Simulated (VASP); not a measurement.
# WS2 (R3m) in VASP: single point with r2SCAN

Aim: the single point of WS2 with r2SCAN.

All numbers are computed with VASP 6.6.1; they aren't measurements. Logs are shortened: lines on timing, memory, paths and dates and some standing lists are left out, and cuts for length are marked.

## 1. The cell of the first run

It takes space group R3m (No. 160, trigonal). Conventional cell: a = 3.437 Å, b = 3.437 Å, c = 21.215 Å, α = 90.00°, β = 90.00°, γ = 120.00°. Within 3.5 Å of W (site symmetry 3m) lie 6 S at 2.60 Å and 6 W at 3.44 Å. Within 3.5 Å of S (site symmetry 3m) lie 3 W at 2.60 Å and 7 S at 3.37 to 3.44 Å. Within 3.5 Å of S (site symmetry 3m) lie 3 W at 2.60 Å and 7 S at 3.37 to 3.44 Å.

## 2. Single point, r2SCAN (strain +0.080 along x and y, +0.080 along z)

File POSCAR:

```
WS2
1.0
    1.7184222975      0.9921315760      7.0716821059
   -1.7184222975      0.9921315760      7.0716821059
    0.0000000000     -1.9842631520      7.0716821059
W S
1 2
Direct
    0.9993259061      0.9993259061      0.9993259061
    0.7453559600      0.7453559600      0.7453559600
    0.5866181338      0.5866181338      0.5866181338
```

File INCAR.step1:

```
PREC = Accurate
ENCUT = 520
ISMEAR = 0
SIGMA = 0.05
LREAL = F
LASPH = T
NELM = 80
NBANDS = 20
GGA = PE
ALGO = Normal
EDIFF = 1E-4
LWAVE = T
LCHARG = F
```

File INCAR.step2:

```
PREC = Accurate
ENCUT = 520
EDIFF = 1E-6
ISMEAR = 0
SIGMA = 0.05
LREAL = F
LASPH = T
NELM = 80
ALGO = Normal
ISIF = 2
LWAVE = F
LCHARG = F
METAGGA = R2SCAN
LMIXTAU = T
NBANDS = 20
ISTART = 1
```

File KPOINTS:

```
regular mesh
0
Gamma
  12 12 12
```

Potentials or basis: VASP PAW PBE potentials, release 64 (W_sv, S).

Started as:

```bash
cat potpaw_PBE.64/W_sv/POTCAR potpaw_PBE.64/S/POTCAR > POTCAR
cp INCAR.step1 INCAR
mpirun -np 1 vasp_std > vasp.out
cp INCAR.step2 INCAR
mpirun -np 1 vasp_std > vasp.out
```

OUTCAR:

```text
PREC = Accurate
   ENCUT = 520
   EDIFF = 1E-6
   ISMEAR = 0
   LREAL = F
   LASPH = T
   NELM = 80
   ISIF = 2
   METAGGA = R2SCAN
   ISTART = 1

 ion  position               nearest neighbor table
   1  0.999  0.999  0.999-   2 2.60   2 2.60   2 2.60   3 2.60   3 2.60   3 2.60
   2  0.745  0.745  0.745-   1 2.60   1 2.60   1 2.60
   3  0.587  0.587  0.587-   1 2.60   1 2.60   1 2.60

  LATTYP: Found a trigonal (rhomboedric) cell.
 ALAT       =     7.3447932621
 COS(alpha) =     0.8905210453

  Lattice vectors:

 A1 = (   1.7184222975,   0.9921315760,   7.0716821059)
 A2 = (  -1.7184222975,   0.9921315760,   7.0716821059)
 A3 = (   0.0000000000,  -1.9842631520,   7.0716821059)

Analysis of symmetry for initial positions (statically):
=====================================================================
 Subroutine PRICEL returns:
 Original cell was already a primitive cell.

 Routine SETGRP: Setting up the symmetry group for a
 trigonal (rhombohedral) supercell.

 Subroutine GETGRP returns: Found  6 space group operations
 (whereof  6 operations were pure point group operations)
 out of a pool of 12 trial point group operations.

The static configuration has the point symmetry C_3v.

Analysis of symmetry for dynamics (positions and initial velocities):
=====================================================================
 Subroutine PRICEL returns:
 Original cell was already a primitive cell.

 Routine SETGRP: Setting up the symmetry group for a
 trigonal (rhombohedral) supercell.

 Subroutine GETGRP returns: Found  6 space group operations
 (whereof  6 operations were pure point group operations)
 out of a pool of 12 trial point group operations.

The dynamic configuration has the point symmetry C_3v.

 Subroutine INISYM returns: Found  6 space group operations
 (whereof  6 operations are pure point group operations),
 and found     1 'primitive' translations

----------------------------------------------------------------------------------------

                                     Primitive cell

  volume of cell :      72.3391

  direct lattice vectors                    reciprocal lattice vectors
     1.718422298  0.992131576  7.071682106     0.290964567  0.167988471  0.047136357
    -1.718422298  0.992131576  7.071682106    -0.290964567  0.167988471  0.047136357
     0.000000000 -1.984263152  7.071682106     0.000000000 -0.335976942  0.047136357
[... 83 lines left out ...]
   LASPH  =      T    aspherical Exc in radial PAW
   ENCUT  =  520.0 eV  38.22 Ry    6.18 a.u.  13.66 13.66 13.66*2*pi/ulx,y,z
   NELM   =     80;   NELMIN=  2; NELMDL=  0     # of ELM steps
   EDIFF  = 0.1E-05   stopping-criterion for ELM
   LREAL  =      F    real-space projection
   EDIFFG = 0.1E-04   stopping-criterion for IOM
   NSW    =      0    number of steps for IOM
   IBRION =     -1    ionic relax: 0-MD 1-quasi-New 2-CG
   NFREE  =      0    steps in history (QN), initial steepest desc. (CG)
   ISIF   =      2    stress and relaxation
   ISYM   =      2    0-nonsym 1-usesym 2-fastsym
   POTIM  = 0.5000    time-step for ionic-motion
   TEBEG  =    0.0;   TEEND  =   0.0 temperature during run
   PSTRESS=    0.0 pullay stress
   NELECT =      26.0000    total number of electrons
   NUPDOWN=      -1.0000    fix difference up-down
   EMIN   =  10.00;   EMAX   =-10.00  energy-range for DOS
   EFERMI =   0.00;   METHOD = LEGACY
   ISMEAR =     0;   SIGMA  =   0.05  broadening in eV -4-tet -1-fermi 0-gaus
   EFERMI_NEDOS =   21; number of points for ismear=-14 and -15
   IALGO  =     38    algorithm
   IMIX   =      4    mixing-type and parameters
     AMIX     =   0.40;   BMIX     =  1.00
     AMIX_MAG =   1.60;   BMIX_MAG =  1.00
  volume/ion in A,a.u.               =      24.11       162.72
  Fermi-wavevector in a.u.,A,eV,Ry     =   1.163969  2.199583 18.433510  1.354825
  Thomas-Fermi vector in A             =   2.300513
   LORBIT       =      0    0 simple, 1 ext, 2 COOP (PROOUT), +10 PAW based schemes
   METAGGA = R2SCAN    functional components
   LHFCALC =     F    Hartree Fock is set to
   AEXX    =    0.0000 exact exchange contribution
   IVDW    =     0    specifies the selected vdW correction
   LEPSILON=     F    determine dielectric tensor
   LRPA    =     F    only Hartree local field effects (RPA)
 non-spin polarized calculation
 Gauss-broadening in eV      SIGMA  =   0.05
  energy-cutoff  :      520.00
  volume of cell :       72.34
 maximum number of plane-waves:      1969
   NGX = 27   NGY = 27   NGZ = 27

 number of electron      26.0000000 magnetization

 Free energy of the ion-electron system (eV)
  ---------------------------------------------------
  ext. energy  EPLUGINS =         0.00000000
  ---------------------------------------------------
  free energy    TOTEN  =       -68.85143604 eV

  energy without entropy =      -68.85143604  energy(sigma->0) =      -68.85143604

 E-fermi :   4.0891     XC(G=0):  -9.9342

 val. band max:        3.6958198623   @ k =   0.5000   0.5000   0.5000
 cond. band min:       4.8211836394   @ k =  -0.1667   0.5000   0.1667
 fundamental gap:      1.1253637771
 Fermi energy:         4.0891410783

 k-point     1 :       0.0000    0.0000    0.0000
  band No.  band energies     occupation
      1     -73.1120      2.00000
      2     -36.4941      2.00000
      3     -36.4918      2.00000
      4     -36.4918      2.00000
      5     -10.7096      2.00000
      6      -9.5509      2.00000
[... 541 lines left out ...]
     19      11.1824      0.00000
     20      12.4057      0.00000

 [... further k-points ...]

------------------------ aborting loop because EDIFF is reached ----------------------------------------

  FORCE on cell =-STRESS in cart. coord.  units (eV):
  Direction    XX          YY          ZZ          XY          YZ          ZX
  --------------------------------------------------------------------------------------
  -------------------------------------------------------------------------------------
  Total       -9.5093776     -9.5093776    -10.2612900      0.0000000     -0.0000000      0.0000000
  in kB     -210.6151096   -210.6151096   -227.2685782      0.0000000     -0.0000000      0.0000000
  external PRESSURE =    -216.1662658 kB  Pullay stress =       0.0000000 kB

 VOLUME and BASIS-vectors are now :
 -----------------------------------------------------------------------------
  energy-cutoff  :      520.00
  volume of cell :       72.34
      direct lattice vectors                 reciprocal lattice vectors
     1.718422298  0.992131576  7.071682106     0.290964567  0.167988471  0.047136357
    -1.718422298  0.992131576  7.071682106    -0.290964567  0.167988471  0.047136357
     0.000000000 -1.984263152  7.071682106     0.000000000 -0.335976942  0.047136357

 POSITION                                       TOTAL-FORCE (eV/Angst)
 -----------------------------------------------------------------------------------
      0.00000      0.00000     21.20075         0.000000      0.000000     -0.000530
      0.00000      0.00000     15.81276         0.000000      0.000000     -2.964330
      0.00000      0.00000     12.44513         0.000000     -0.000000      2.964861
 -----------------------------------------------------------------------------------
    total drift:                                0.000000      0.000000     -0.000147

  FREE ENERGIE OF THE ION-ELECTRON SYSTEM (eV)
  ---------------------------------------------------
  free  energy   TOTEN  =       -68.8514360379 eV

  energy  without entropy=      -68.8514360379  energy(sigma->0) =      -68.85143604
```

OUTCAR.step1:

```text
PREC = Accurate
   ENCUT = 520
   ISMEAR = 0
   LREAL = F
[... 778 lines left out ...]
      0.00000      0.00000     21.20075         0.000000      0.000000     -0.000443
      0.00000      0.00000     15.81276         0.000000     -0.000000     -2.713041
      0.00000      0.00000     12.44513         0.000000      0.000000      2.713485
 -----------------------------------------------------------------------------------
    total drift:                                0.000000      0.000000     -0.000112

  FREE ENERGIE OF THE ION-ELECTRON SYSTEM (eV)
  ---------------------------------------------------
  free  energy   TOTEN  =       -22.6132048590 eV

  energy  without entropy=      -22.6132048590  energy(sigma->0) =      -22.61320486
```

OSZICAR.step1:

```text
N       E                     dE             d eps       ncg     rms          rms(c)
DAV:   1     0.190130595625E+03    0.19013E+03   -0.12624E+04  7592   0.124E+03
DAV:   2    -0.137413340046E+02   -0.20387E+03   -0.19767E+03  9092   0.318E+02
DAV:   3    -0.244952709450E+02   -0.10754E+02   -0.10609E+02  9424   0.682E+01
DAV:   4    -0.246872331209E+02   -0.19196E+00   -0.19181E+00  9444   0.993E+00
DAV:   5    -0.246909460173E+02   -0.37129E-02   -0.37127E-02  9540   0.144E+00    0.167E+01
DAV:   6    -0.231071777022E+02    0.15838E+01   -0.14566E+01  8284   0.211E+01    0.782E+00
DAV:   7    -0.226834164918E+02    0.42376E+00   -0.37415E+00  8316   0.960E+00    0.440E+00
DAV:   8    -0.226153856323E+02    0.68031E-01   -0.44016E-01  8620   0.404E+00    0.776E-01
DAV:   9    -0.226136298864E+02    0.17557E-02   -0.17017E-02  8908   0.843E-01    0.454E-01
DAV:  10    -0.226131615630E+02    0.46832E-03   -0.20374E-03  8780   0.345E-01    0.124E-01
DAV:  11    -0.226132048590E+02   -0.43296E-04   -0.27539E-04  8344   0.993E-02
   1 F= -.22613205E+02 E0= -.22613205E+02  d E =-.880711E-39
```

It took 36 min on 1 thread of Intel Xeon Platinum 8488C (Sapphire Rapids), shared host; peak memory 0.64 GiB.

Results:

* Free energy: -68.8514 eV
* Pressure: -21.6 GPa
* Largest force: 2.965 eV/Å
* Band gap on the k mesh: 1.13 eV (least direct gap 1.39 eV)

Forces in eV/Å, atoms in the order of the input:
```
W    0.000  0.000 -0.001
S    0.000  0.000 -2.964
S    0.000  0.000  2.965
```

Stress tensor (GPa, compression positive):
```
-21.06   0.00   0.00
  0.00 -21.06   0.00
  0.00   0.00 -22.73
```

Caveat: the cell differs from its parent crystal (strain +0.080 along x and y, +0.080 along z); the cell stands under tension; the PAW data sets were made with another functional, which shifts forces and pressure a little; spin-orbit coupling is left out, which moves the levels of the heavy elements.
